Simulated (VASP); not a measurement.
# Sn in VASP: single point with PBE+D3(BJ)

Aim: the single point of Sn with PBE+D3(BJ).

Program: VASP 6.6.1. These are calculated values, not measurements. Logs are shortened: lines on timing, memory, paths and dates and some standing lists are left out, and cuts for length are marked.

## (1) The cell of the first run

The typed cell holds 1 atom: a = 3.295 Å, b = 3.295 Å, c = 3.295 Å, α = 115.65°, β = 115.64°, γ = 97.72°.

## (2) Single point, PBE+D3(BJ)

The input, POSCAR:

```
Sn
1.0
   -1.7544065535      1.7546137013      2.1674907210
    1.7544065535     -1.7546137013      2.1674907210
    1.7544065535      1.7546137013     -2.1674907210
Sn
1
Direct
    0.0000000000      0.0000000000      0.0000000000
```

The input, INCAR.step1:

```
SYSTEM = Sn
PREC     = Accurate       ! precision mode
ENCUT    = 520            ! plane-wave cutoff, eV
EDIFF    = 1E-6           ! SCF threshold, eV
ISMEAR   = 0              ! smearing method
SIGMA    = 0.1            ! smearing width, eV
LREAL    = .FALSE.        ! projectors in reciprocal space
LASPH    = .TRUE.         ! aspherical terms in the spheres
NELM     = 60             ! most SCF steps
ALGO     = Fast           ! electronic algorithm
ISIF     = 2              ! what is computed and relaxed
LWAVE    = .FALSE.        ! write WAVECAR
LCHARG   = .TRUE.         ! write CHGCAR
GGA      = PE             ! functional
IVDW     = 12             ! dispersion correction
NBANDS   = 13             ! bands
```

The input, KPOINTS.step1:

```
Automatic mesh
0
G
  16 16 16
  0 0 0
```

The input, INCAR.step2:

```
SYSTEM = Sn
PREC     = Accurate       ! precision mode
ENCUT    = 520            ! plane-wave cutoff, eV
EDIFF    = 1E-6           ! SCF threshold, eV
ISMEAR   = -5             ! smearing method
SIGMA    = 0.1            ! smearing width, eV
LREAL    = .FALSE.        ! projectors in reciprocal space
LASPH    = .TRUE.         ! aspherical terms in the spheres
NELM     = 60             ! most SCF steps
ALGO     = Fast           ! electronic algorithm
ISIF     = 2              ! what is computed and relaxed
LWAVE    = .FALSE.        ! write WAVECAR
LCHARG   = .FALSE.        ! write CHGCAR
GGA      = PE             ! functional
IVDW     = 12             ! dispersion correction
LORBIT   = 10             ! projections on sites
NBANDS   = 13             ! bands
NEDOS    = 2001           ! points of the DOS
ICHARG   = 11             ! starting density
```

The input, KPOINTS.step2:

```
Automatic mesh
0
G
  24 24 24
  0 0 0
```

Potentials or basis: VASP PAW PBE potentials, release 64 (Sn_d).

Started as:

```sh
> cat potpaw_PBE.64/Sn_d/POTCAR > POTCAR
> cp INCAR.step1 INCAR
> cp KPOINTS.step1 KPOINTS
> mpirun -np 1 vasp_std > vasp.out
> cp INCAR.step2 INCAR
> cp KPOINTS.step2 KPOINTS
> mpirun -np 1 vasp_std > vasp.out
```

OUTCAR:

```text
SYSTEM = Sn
   PREC = Accurate
   ENCUT = 520
   EDIFF = 1E-6
   ISMEAR = -5
   LREAL = .FALSE.
   LASPH = .TRUE.
   NELM = 60
   ISIF = 2
   GGA = PE
   IVDW = 12
   LORBIT = 10
   ICHARG = 11
 IVDW          = 12

 ion  position               nearest neighbor table
   1  0.000  0.000  0.000-

  LATTYP: Found a body centered orthorhombic cell.
 ALAT       =     3.5088131070
 B/A-ratio  =     1.0001180729
 C/A-ratio  =     1.2354552123

  Lattice vectors:

 A1 = (  -1.7544065535,   1.7546137013,   2.1674907210)
 A2 = (   1.7544065535,  -1.7546137013,   2.1674907210)
 A3 = (   1.7544065535,   1.7546137013,  -2.1674907210)

Analysis of symmetry for initial positions (statically):
=====================================================================
 Subroutine PRICEL returns:
 Original cell was already a primitive cell.

 Routine SETGRP: Setting up the symmetry group for a
 body centered orthorhombic supercell.

 Subroutine GETGRP returns: Found  8 space group operations
 (whereof  8 operations were pure point group operations)
 out of a pool of  8 trial point group operations.

The static configuration has the point symmetry D_2h.

Analysis of symmetry for dynamics (positions and initial velocities):
=====================================================================
 Subroutine PRICEL returns:
 Original cell was already a primitive cell.

 Routine SETGRP: Setting up the symmetry group for a
 body centered orthorhombic supercell.

 Subroutine GETGRP returns: Found  8 space group operations
 (whereof  8 operations were pure point group operations)
 out of a pool of  8 trial point group operations.

The dynamic configuration has the point symmetry D_2h.

 Subroutine INISYM returns: Found  8 space group operations
 (whereof  8 operations are pure point group operations),
 and found     1 'primitive' translations

----------------------------------------------------------------------------------------

                                     Primitive cell

  volume of cell :      26.6888

  direct lattice vectors                    reciprocal lattice vectors
    -1.754406553  1.754613701  2.167490721     0.000000000  0.284963009  0.230681495
[... 92 lines left out ...]
   ISIF   =      2    stress and relaxation
   ISYM   =      2    0-nonsym 1-usesym 2-fastsym
   POTIM  = 0.5000    time-step for ionic-motion
   TEBEG  =    0.0;   TEEND  =   0.0 temperature during run
   PSTRESS=    0.0 pullay stress
   NELECT =      14.0000    total number of electrons
   NUPDOWN=      -1.0000    fix difference up-down
   EMIN   =  10.00;   EMAX   =-10.00  energy-range for DOS
   EFERMI =   0.00;   METHOD = LEGACY
   ISMEAR =    -5;   SIGMA  =   0.10  broadening in eV -4-tet -1-fermi 0-gaus
   EFERMI_NEDOS =   21; number of points for ismear=-14 and -15
   IALGO  =     68    algorithm
   IMIX   =      4    mixing-type and parameters
     AMIX     =   0.40;   BMIX     =  1.00
     AMIX_MAG =   1.60;   BMIX_MAG =  1.00
  volume/ion in A,a.u.               =      26.69       180.10
  Fermi-wavevector in a.u.,A,eV,Ry     =   1.320306  2.495016 23.717774  1.743207
  Thomas-Fermi vector in A             =   2.450141
   LORBIT       =     10    0 simple, 1 ext, 2 COOP (PROOUT), +10 PAW based schemes
   GGA     = PE    functional components
   LHFCALC =     F    Hartree Fock is set to
   AEXX    =    0.0000 exact exchange contribution
   IVDW    =    12    specifies the selected vdW correction
   LEPSILON=     F    determine dielectric tensor
   LRPA    =     F    only Hartree local field effects (RPA)
 non-spin polarized calculation
 RMM-DIIS sequential band-by-band and
 Fermi weights with tetrahedron method with Bloechl corrections
  energy-cutoff  :      520.00
  volume of cell :       26.69
 maximum number of plane-waves:       748
 NGX is ok and might be reduce to    28

 number of electron      14.0000003 magnetization

 Free energy of the ion-electron system (eV)
  ---------------------------------------------------
  ext. energy  EPLUGINS =         0.00000000
  ---------------------------------------------------
  free energy    TOTEN  =        -3.77580438 eV

  energy without entropy =       -3.77580438  energy(sigma->0) =       -3.77580438

 E-fermi :   8.3842     XC(G=0): -10.4500

 val. band max:        8.4646136927   @ k =   0.2917  -0.2917   0.2500
 cond. band min:       8.1415558704   @ k =   0.3333  -0.3333   0.2500
 fundamental gap:     -0.3230578223
 Fermi energy:         8.3842266065

 k-point     1 :       0.0000    0.0000    0.0000
  band No.  band energies     occupation
      1     -13.2418      2.00000
      2     -13.2417      2.00000
      3     -13.1854      2.00000
      4     -13.1629      2.00000
      5     -13.0945      2.00000
      6      -2.9086      2.00000
      7      16.0860      0.00000
      8      16.3640      0.00000
      9      16.3662      0.00000
     10      19.2033      0.00000
     11      20.3123      0.00000
     12      20.3151      0.00000
     13      20.8707      0.00000
[... 354 lines left out ...]
  band No.  band energies     occupation
      1     -13.2480      2.00000
      2     -13.2180      2.00000
      3     -13.1653      2.00000
      4     -13.0808      2.00000
      5     -13.0417      2.00000
      6       0.9524      2.00000
      7       4.5369      2.00000
      8      12.9289      0.00000
      9      14.6242      0.00000
     10      17.9388      0.00000
     11      18.4528      0.00000
     12      19.6234      0.00000
     13      21.7825      0.00000

 [... further k-points ...]

------------------------ aborting loop because EDIFF is reached ----------------------------------------

 Edisp (eV)   -0.39204

 E8    (eV) :    -0.1881

  FORCE on cell =-STRESS in cart. coord.  units (eV):
  Direction    XX          YY          ZZ          XY          YZ          ZX
  --------------------------------------------------------------------------------------
  -------------------------------------------------------------------------------------
  Total       0.02068     0.02021     0.03265     0.00000     0.00000     0.00000
  in kB       1.24171     1.21299     1.96005     0.00000     0.00000     0.00000
  external pressure =        1.47 kB  Pullay stress =        0.00 kB

 VOLUME and BASIS-vectors are now :
 -----------------------------------------------------------------------------
  energy-cutoff  :      520.00
  volume of cell :       26.69
      direct lattice vectors                 reciprocal lattice vectors
    -1.754406553  1.754613701  2.167490721     0.000000000  0.284963009  0.230681495
     1.754406553 -1.754613701  2.167490721     0.284996655  0.000000000  0.230681495
     1.754406553  1.754613701 -2.167490721     0.284996655  0.284963009  0.000000000

 POSITION                                       TOTAL-FORCE (eV/Angst)
 -----------------------------------------------------------------------------------
      0.00000      0.00000      0.00000        -0.000000     -0.000000      0.000000
 -----------------------------------------------------------------------------------
    total drift:                               -0.000000     -0.000000     -0.000000

  FREE ENERGIE OF THE ION-ELECTRON SYSTEM (eV)
  ---------------------------------------------------
  free  energy   TOTEN  =        -4.1678474273 eV

  energy  without entropy=       -4.1678474273  energy(sigma->0) =       -4.16784743

 total charge

# of ion       s       p       d       tot
------------------------------------------
    1        1.299   0.891   9.976  12.166
```

OSZICAR.step1:

```text
N       E                     dE             d eps       ncg     rms          rms(c)
DAV:   1     0.801177082533E+02    0.80118E+02   -0.71640E+03 16687   0.161E+03
DAV:   2     0.179231400517E+01   -0.78325E+02   -0.75805E+02 17146   0.339E+02
DAV:   3    -0.367880534570E+01   -0.54711E+01   -0.54484E+01 19105   0.727E+01
DAV:   4    -0.378874097366E+01   -0.10994E+00   -0.10991E+00 19484   0.110E+01
DAV:   5    -0.379240061341E+01   -0.36596E-02   -0.36596E-02 20840   0.196E+00    0.136E+00
RMM:   6    -0.378260118499E+01    0.97994E-02   -0.83087E-03 20458   0.119E+00    0.780E-01
RMM:   7    -0.377922987204E+01    0.33713E-02   -0.68046E-03 20303   0.977E-01    0.954E-02
RMM:   8    -0.377912633040E+01    0.10354E-03   -0.75319E-04 22353   0.416E-01    0.287E-02
RMM:   9    -0.377915852818E+01   -0.32198E-04   -0.30717E-04 24861   0.170E-01    0.196E-02
RMM:  10    -0.377915982177E+01   -0.12936E-05   -0.48568E-05 21902   0.104E-01    0.298E-03
RMM:  11    -0.377916189680E+01   -0.20750E-05   -0.28305E-05 26096   0.502E-02    0.577E-03
RMM:  12    -0.377916217203E+01   -0.27523E-06   -0.18995E-06 14214   0.149E-02
   1 F= -.41712052E+01 E0= -.41699441E+01  d E =-.252231E-02
```

Wall time 11 min (1 thread of Intel Xeon Platinum 8488C (Sapphire Rapids), shared host); peak memory 0.75 GiB.

Results:

| Quantity | Value |
| --- | --- |
| Valence electrons inside the program's atomic spheres | Sn 12.17 |
| Dispersion energy per atom | -0.392 eV |

Caveat: spin-orbit coupling is left out, which moves the levels of the heavy elements; tetrahedron occupations give inexact forces and stress in metals.
